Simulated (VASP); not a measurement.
# CoMo (P-6m2) in VASP: notebook

Runs on CoMo. Level: LDA. Tasks: single point.

All numbers are computed with VASP 6.6.1; they aren't measurements. Logs are shortened: lines on timing, memory, paths and dates and some standing lists are left out, and cuts for length are marked.

### 1 The cell of the first run

The structure is hexagonal, space group P-6m2 (No. 187). The conventional cell has a = 2.695 Å, b = 2.695 Å, c = 4.184 Å, α = 90.00°, β = 90.00°, γ = 120.00°. Within 3.4 Å of Co (site symmetry -6m2) lie 6 Mo at 2.61 Å and 6 Co at 2.69 Å. Within 3.4 Å of Mo (site symmetry -6m2) lie 6 Co at 2.61 Å and 6 Mo at 2.69 Å.

### 2 Single point, LDA, collinear spin, ferromagnetic start

File INCAR:

```
SYSTEM = CoMo
ALGO     = Normal         ! electronic algorithm
EDIFF    = 1E-7           ! SCF threshold, eV
ENCUT    = 520            ! plane-wave cutoff, eV
ISIF     = 2              ! what is computed and relaxed
ISMEAR   = -1             ! smearing method
ISPIN    = 2              ! spin polarisation
LASPH    = .True.         ! aspherical terms in the spheres
LCHARG   = .False.        ! write CHGCAR
LMAXMIX  = 4              ! l up to which the mixer works
LORBIT   = 11             ! projections on sites
LREAL    = .False.        ! projectors in reciprocal space
LWAVE    = .False.        ! write WAVECAR
MAGMOM   = 2 0            ! initial moments
NBANDS   = 22             ! bands
NELM     = 150            ! most SCF steps
PREC     = Accurate       ! precision mode
SIGMA    = 0.05           ! smearing width, eV
```

File KPOINTS:

```
k-points
0
Gamma
  14 14 8
  0 0 0
```

File POSCAR:

```
CoMo
1.0
    2.6949279053      0.0000000000      0.0000000000
   -1.3474639526      2.3338760273      0.0000000000
    0.0000000000      0.0000000000      4.1836180000
Co Mo
1 1
Direct
    0.6666666667      0.3333333333      0.5000000000
    0.3333333333      0.6666666667      0.0000000000
```

Potentials or basis: VASP PAW LDA potentials, release 64 (Co, Mo_sv).

Launch:

```bash
$ cat potpaw_LDA.64/Co/POTCAR potpaw_LDA.64/Mo_sv/POTCAR > POTCAR
$ mpirun -np 1 vasp_std > vasp.out
```

OUTCAR:

```text
SYSTEM = CoMo
   EDIFF = 1E-7
   ENCUT = 520
   ISIF = 2
   ISMEAR = -1
   ISPIN = 2
   LASPH = .True.
   LORBIT = 11
   LREAL = .False.
   NELM = 150
   PREC = Accurate

 ion  position               nearest neighbor table
   1  0.667  0.333  0.500-   2 2.61   2 2.61   2 2.61   2 2.61   2 2.61   2 2.61
   2  0.333  0.667  0.000-   1 2.61   1 2.61   1 2.61   1 2.61   1 2.61   1 2.61

  LATTYP: Found a hexagonal cell.
 ALAT       =     2.6949279053
 C/A-ratio  =     1.5524044231

  Lattice vectors:

 A1 = (   2.6949279053,   0.0000000000,   0.0000000000)
 A2 = (  -1.3474639526,   2.3338760273,   0.0000000000)
 A3 = (   0.0000000000,   0.0000000000,   4.1836180000)

Analysis of symmetry for initial positions (statically):
=====================================================================
 Subroutine PRICEL returns:
 Original cell was already a primitive cell.

 Routine SETGRP: Setting up the symmetry group for a
 hexagonal supercell.

 Subroutine GETGRP returns: Found 12 space group operations
 (whereof 12 operations were pure point group operations)
 out of a pool of 24 trial point group operations.

The static configuration has the point symmetry D_3h.

Analysis of symmetry for dynamics (positions and initial velocities):
=====================================================================
 Subroutine PRICEL returns:
 Original cell was already a primitive cell.

 Routine SETGRP: Setting up the symmetry group for a
 hexagonal supercell.

 Subroutine GETGRP returns: Found 12 space group operations
 (whereof 12 operations were pure point group operations)
 out of a pool of 24 trial point group operations.

The dynamic configuration has the point symmetry D_3h.

Analysis of structural, dynamic, and magnetic symmetry:
=====================================================================
 Subroutine PRICEL returns:
 Original cell was already a primitive cell.

 Routine SETGRP: Setting up the symmetry group for a
 hexagonal supercell.

 Subroutine GETGRP returns: Found 12 space group operations
 (whereof 12 operations were pure point group operations)
 out of a pool of 24 trial point group operations.

The overall configuration has the point symmetry D_3h.

 Subroutine INISYM returns: Found 12 space group operations
 (whereof 12 operations are pure point group operations),
 and found     1 'primitive' translations

----------------------------------------------------------------------------------------

                                     Primitive cell

  volume of cell :      26.3134

  direct lattice vectors                    reciprocal lattice vectors
     2.694927905  0.000000000  0.000000000     0.371067440  0.214235887  0.000000000
    -1.347463953  2.333876027  0.000000000     0.000000000  0.428471773  0.000000000
     0.000000000  0.000000000  4.183618000     0.000000000  0.000000000  0.239027559

  length of vectors
     2.694927905  2.694927905  4.183618000     0.428471773  0.428471773  0.239027559

  position of ions in fractional coordinates (direct lattice)
     0.666666667  0.333333333  0.500000000
     0.333333333  0.666666667  0.000000000

  ion indices of the primitive-cell ions
   primitive index   ion index
                 1           1
                 2           2

----------------------------------------------------------------------------------------

 KPOINTS: k-points

Automatic generation of k-mesh.
 Grid dimensions read from file:
 generate k-points for:   14   14    8

 Generating k-lattice:

  Cartesian coordinates                     Fractional coordinates (reciprocal lattice)
     0.026504817  0.015302563  0.000000000     0.071428571  0.000000000  0.000000000
     0.000000000  0.030605127  0.000000000     0.000000000  0.071428571  0.000000000
     0.000000000  0.000000000  0.029878445     0.000000000  0.000000000  0.125000000

  Length of vectors
     0.030605127  0.030605127  0.029878445

  Shift w.r.t. Gamma in fractional coordinates (k-lattice)
     0.000000000  0.000000000  0.000000000

 Subroutine IBZKPT returns following result:
 ===========================================

 Found    120 irreducible k-points:

 Following reciprocal coordinates:
            Coordinates               Weight
  0.000000  0.000000  0.000000      1.000000
  0.071429 -0.000000  0.000000      6.000000
  0.142857 -0.000000  0.000000      6.000000
  0.214286  0.000000  0.000000      6.000000
  0.285714 -0.000000  0.000000      6.000000
  0.357143  0.000000  0.000000      6.000000
[... 16 lines left out ...]
  0.285714  0.285714  0.000000      6.000000
  0.357143  0.285714  0.000000      6.000000
 [... further k-points ...]
   k-points           NKPTS =    120   k-points in BZ     NKDIM =    120   number of bands    NBANDS=     22
   number of dos      NEDOS =    301   number of ions     NIONS =      2
   total plane-waves  NPLWV =  12800
   dimension x,y,z NGX =    20 NGY =   20 NGZ =   32
   dimension x,y,z NGXF=    40 NGYF=   40 NGZF=   64
   ions per type =               1   1
   NGX,Y,Z   is equivalent  to a cutoff of  12.34, 12.34, 12.72 a.u.
   NGXF,Y,Z  is equivalent  to a cutoff of  24.68, 24.68, 25.43 a.u.
 SYSTEM =  CoMo
   PREC   = accura    normal or accurate (medium, high low for compatibility)
   ISTART =      0    job   : 0-new  1-cont  2-samecut
   ICHARG =      2    charge: 1-file 2-atom 10-const
   ISPIN  =      2    spin polarized calculation?
   LNONCOLLINEAR =      F non collinear calculations
   LSORBIT =      F    spin-orbit coupling
   LASPH  =      T    aspherical Exc in radial PAW
   ENCUT  =  520.0 eV  38.22 Ry    6.18 a.u.   5.01  5.01  7.78*2*pi/ulx,y,z
   NELM   =    150;   NELMIN=  2; NELMDL= -5     # of ELM steps
   EDIFF  = 0.1E-06   stopping-criterion for ELM
   LREAL  =      F    real-space projection
   EDIFFG = 0.1E-05   stopping-criterion for IOM
   NSW    =      0    number of steps for IOM
   IBRION =     -1    ionic relax: 0-MD 1-quasi-New 2-CG
   NFREE  =      0    steps in history (QN), initial steepest desc. (CG)
   ISIF   =      2    stress and relaxation
   ISYM   =      2    0-nonsym 1-usesym 2-fastsym
   POTIM  = 0.5000    time-step for ionic-motion
   TEBEG  =    0.0;   TEEND  =   0.0 temperature during run
   PSTRESS=    0.0 pullay stress
   NELECT =      23.0000    total number of electrons
   NUPDOWN=      -1.0000    fix difference up-down
   EMIN   =  10.00;   EMAX   =-10.00  energy-range for DOS
   EFERMI =   0.00;   METHOD = LEGACY
   ISMEAR =    -1;   SIGMA  =   0.05  broadening in eV -4-tet -1-fermi 0-gaus
   EFERMI_NEDOS =   21; number of points for ismear=-14 and -15
   IALGO  =     38    algorithm
   IMIX   =      4    mixing-type and parameters
     AMIX     =   0.40;   BMIX     =  1.00
     AMIX_MAG =   1.60;   BMIX_MAG =  1.00
  volume/ion in A,a.u.               =      13.16        88.79
  Fermi-wavevector in a.u.,A,eV,Ry     =   1.565279  2.957949 33.335617  2.450099
  Thomas-Fermi vector in A             =   2.667779
   LORBIT       =     11    0 simple, 1 ext, 2 COOP (PROOUT), +10 PAW based schemes
   GGA     = CA    functional components
   LHFCALC =     F    Hartree Fock is set to
   AEXX    =    0.0000 exact exchange contribution
   IVDW    =     0    specifies the selected vdW correction
   LEPSILON=     F    determine dielectric tensor
   LRPA    =     F    only Hartree local field effects (RPA)
 spin polarized calculation
  energy-cutoff  :      520.00
  volume of cell :       26.31
 maximum number of plane-waves:       726
 NGX is ok and might be reduce to    20
   NGX =  9   NGY =  9   NGZ = 15

 number of electron      23.0000002 magnetization       0.3150888

 Free energy of the ion-electron system (eV)
  ---------------------------------------------------
  ext. energy  EPLUGINS =         0.00000000
  ---------------------------------------------------
  free energy    TOTEN  =       -19.90474723 eV

  energy without entropy =      -19.88395597  energy(sigma->0) =      -19.89435160

 E-fermi :  11.2239     XC(G=0): -13.6713

 val. band max:       11.2174077265   @ k =   0.2143   0.0000   0.0000
 cond. band min:      11.2340751490   @ k =   0.3571   0.0000   0.1250
 fundamental gap:      0.0166674225
 Fermi energy:        11.2239355153

 spin component 1

 k-point     1 :       0.0000    0.0000    0.0000
  band No.  band energies     occupation
      1     -49.2677      1.00000
      2     -23.5844      1.00000
      3     -22.6695      1.00000
      4     -22.6695      1.00000
      5       3.5654      1.00000
      6       6.4321      1.00000
[... 14 lines left out ...]
     21      32.5046      0.00000
     22      32.9311      0.00000

 k-point     2 :       0.0714   -0.0000    0.0000
  band No.  band energies     occupation
      1     -49.2547      1.00000
      2     -23.5725      1.00000
      3     -22.7522      1.00000
      4     -22.6879      1.00000
      5       3.7415      1.00000
      6       6.5868      1.00000
[... 14 lines left out ...]
     21      31.3902      0.00000
     22      32.6184      0.00000

 k-point     3 :       0.1429   -0.0000    0.0000
  band No.  band energies     occupation
      1     -49.2180      1.00000
      2     -23.5388      1.00000
      3     -22.9801      1.00000
      4     -22.7392      1.00000
      5       4.2410      1.00000
      6       6.9768      1.00000
[... 14 lines left out ...]
     21      30.5183      0.00000
     22      31.6877      0.00000
[... 476 lines left out ...]
 k-point    23 :       0.2857    0.2857    0.0000
  band No.  band energies     occupation
      1     -48.9746      1.00000
      2     -23.9286      1.00000
      3     -23.5307      1.00000
      4     -23.3158      1.00000
      5       7.3399      1.00000
      6       7.8978      1.00000
[... 14 lines left out ...]
     21      28.1468      0.00000
     22      28.6172      0.00000

 k-point    24 :       0.3571    0.2857    0.0000
  band No.  band energies     occupation
      1     -48.9661      1.00000
      2     -23.8781      1.00000
      3     -23.6423      1.00000
      4     -23.3080      1.00000
      5       7.3063      1.00000
      6       8.0429      1.00000
[... 14 lines left out ...]
     21      27.7032      0.00000
     22      27.8500      0.00000

 [... further k-points ...]

 spin component 2

 k-point     1 :       0.0000    0.0000    0.0000
  band No.  band energies     occupation
      1     -49.2797      1.00000
      2     -23.5995      1.00000
      3     -22.6812      1.00000
      4     -22.6812      1.00000
      5       3.5816      1.00000
      6       6.4760      1.00000
[... 14 lines left out ...]
     21      32.5653      0.00000
     22      32.9384      0.00000

 k-point     2 :       0.0714   -0.0000    0.0000
  band No.  band energies     occupation
      1     -49.2666      1.00000
      2     -23.5875      1.00000
      3     -22.7639      1.00000
      4     -22.6996      1.00000
      5       3.7582      1.00000
      6       6.6340      1.00000
[... 14 lines left out ...]
     21      31.4549      0.00000
     22      32.6277      0.00000

 k-point     3 :       0.1429   -0.0000    0.0000
  band No.  band energies     occupation
      1     -49.2300      1.00000
      2     -23.5539      1.00000
      3     -22.9918      1.00000
      4     -22.7509      1.00000
      5       4.2586      1.00000
      6       7.0347      1.00000
[... 14 lines left out ...]
     21      30.5255      0.00000
     22      31.6769      0.00000
[... 476 lines left out ...]
 k-point    23 :       0.2857    0.2857    0.0000
  band No.  band energies     occupation
      1     -48.9866      1.00000
      2     -23.9403      1.00000
      3     -23.5424      1.00000
      4     -23.3309      1.00000
      5       7.4315      1.00000
      6       8.0043      1.00000
[... 14 lines left out ...]
     21      28.1709      0.00000
     22      28.6323      0.00000

 k-point    24 :       0.3571    0.2857    0.0000
  band No.  band energies     occupation
      1     -48.9781      1.00000
      2     -23.8898      1.00000
      3     -23.6540      1.00000
      4     -23.3231      1.00000
      5       7.4025      1.00000
      6       8.1459      1.00000
[... 14 lines left out ...]
     21      27.7285      0.00000
     22      27.8599      0.00000

 [... further k-points ...]
[... 5 lines left out ...]
  --------------------------------------------------------------------------------------
  -------------------------------------------------------------------------------------
  Total       -2.0208770     -2.0208770     -2.1830026     -0.0000000      0.0000000     -0.0000000
  in kB     -123.0477043   -123.0477043   -132.9192477     -0.0000000      0.0000000     -0.0000000
  external PRESSURE =    -126.3382188 kB  Pullay stress =       0.0000000 kB

 VOLUME and BASIS-vectors are now :
 -----------------------------------------------------------------------------
  energy-cutoff  :      520.00
  volume of cell :       26.31
      direct lattice vectors                 reciprocal lattice vectors
     2.694927905  0.000000000  0.000000000     0.371067440  0.214235887  0.000000000
    -1.347463953  2.333876027  0.000000000     0.000000000  0.428471773  0.000000000
     0.000000000  0.000000000  4.183618000     0.000000000  0.000000000  0.239027559

 POSITION                                       TOTAL-FORCE (eV/Angst)
 -----------------------------------------------------------------------------------
      1.34746      0.77796      2.09181         0.000000      0.000000      0.000000
     -0.00000      1.55592      0.00000        -0.000000      0.000000      0.000000
 -----------------------------------------------------------------------------------
    total drift:                                0.000001     -0.000000      0.000000

  FREE ENERGIE OF THE ION-ELECTRON SYSTEM (eV)
  ---------------------------------------------------
  free  energy   TOTEN  =       -19.9047472283 eV

  energy  without entropy=      -19.8839559719  energy(sigma->0) =      -19.89435160

 total charge

# of ion       s       p       d       tot
------------------------------------------
    1        0.473   0.490   7.323   8.286
    2        2.413   6.199   4.010  12.622
--------------------------------------------------
tot          2.886   6.689  11.333  20.908

 magnetization (x)

# of ion       s       p       d       tot
------------------------------------------
    1       -0.001  -0.002   0.349   0.345
    2       -0.002  -0.003  -0.019  -0.023
--------------------------------------------------
tot         -0.003  -0.006   0.330   0.322
```

It took 2.3 min on 1 thread of Intel Xeon Platinum 8259CL at 2.50GHz (Skylake/Cascade Lake), shared host; peak memory 0.22 GiB.

What came out:

```
Free energy                                           : -19.9047 eV
Pressure                                              : -12.6 GPa
Net moment                                            : 0.32 μB per cell
Site moments                                          : Co +0.34; Mo -0.02 μB
Valence electrons inside the program's atomic spheres : Co 8.29; Mo 12.62
```

Stress tensor (GPa, compression positive):
```
-12.30   0.00   0.00
  0.00 -12.30   0.00
  0.00   0.00 -13.29
```

Caveat: the cell stands under tension.

(Part 1 of 3 ends here.)
